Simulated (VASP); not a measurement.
Set up this calculation in VASP 6.6.1, as the native input.

```
Task                   : single point
Functional             : r2SCAN
Potentials or basis    : VASP PAW PBE potentials, release 64 (Sn_d)
Cutoff                 : 550 eV
k mesh                 : 10 × 10 × 10
Occupations            : gaussian, width 0.15 eV
Spin                   : no spin polarisation
Dipole correction      : no
Further INCAR settings : ALGO = Normal; EDIFF = 1e-06; NBANDS = 21
```

Sn:

```xyz
2
Lattice="0.0000 -3.7826 0.0000 -3.7826 0.0000 0.0000 0.0000 0.0000 -3.7826" Properties=species:S:1:pos:R:3 pbc="T T T"
Sn   -1.7539   -2.0837   -1.5116
Sn   -0.1374    0.1924   -0.3796
```

This cell differs from its parent crystal: atoms moved at random.

The input as run:

POSCAR

```
Sn
1.0
    0.0000000000     -3.7825715973      0.0000000000
   -3.7825715973      0.0000000000      0.0000000000
    0.0000000000      0.0000000000     -3.7825715973
Sn
2
Direct
    0.5508634387      0.4636761494      0.3996345246
   -0.0508634387      0.0363238506      0.1003654754
```

INCAR.step1

```
PREC     = Accurate       # precision mode
ENCUT    = 550            # plane-wave cutoff, eV
ISMEAR   = 0              # smearing method
SIGMA    = 0.15           # smearing width, eV
LREAL    = F              # projectors in reciprocal space
LASPH    = T              # aspherical terms in the spheres
NELM     = 120            # most SCF steps
NBANDS   = 21             # bands
GGA      = PE             # functional
ALGO     = Normal         # electronic algorithm
EDIFF    = 1E-5           # SCF threshold, eV
LWAVE    = T              # write WAVECAR
LCHARG   = F              # write CHGCAR
GGA_COMPAT= F
```

INCAR.step2

```
PREC     = Accurate       # precision mode
ENCUT    = 550            # plane-wave cutoff, eV
EDIFF    = 1E-6           # SCF threshold, eV
ISMEAR   = 0              # smearing method
SIGMA    = 0.15           # smearing width, eV
LREAL    = F              # projectors in reciprocal space
LASPH    = T              # aspherical terms in the spheres
NELM     = 120            # most SCF steps
ALGO     = Normal         # electronic algorithm
ISIF     = 2              # what is computed and relaxed
LWAVE    = F              # write WAVECAR
LCHARG   = F              # write CHGCAR
METAGGA  = R2SCAN         # meta-GGA
LMIXTAU  = T            
NBANDS   = 21             # bands
ISTART   = 1            
GGA_COMPAT= F
```

KPOINTS

```
Automatic mesh
0
Gamma
  10 10 10
```

Potentials or basis: VASP PAW PBE potentials, release 64 (Sn_d).

The run is started by

```sh
$ cat potpaw_PBE.64/Sn_d/POTCAR > POTCAR
$ cp INCAR.step1 INCAR
$ mpirun -np 1 vasp_std > vasp.out
$ cp INCAR.step2 INCAR
$ mpirun -np 1 vasp_std > vasp.out
```

It gave:

```json
{
 "Pressure": "12.6 GPa",
 "Largest force": "4.072 eV/Å",
 "Band gap on the k mesh": "zero (bands 14 and 15 overlap by 3.91 eV)"
}
```

Caveat: the cell differs from its parent crystal (atoms moved at random); the cell stands under pressure; the PAW data sets were made with another functional, which shifts forces and pressure a little; spin-orbit coupling is left out, which moves the levels of the heavy elements.

Wall time 40 min on 1 thread of Intel Xeon 8259CL (shared host), peak memory 0.56 GiB.
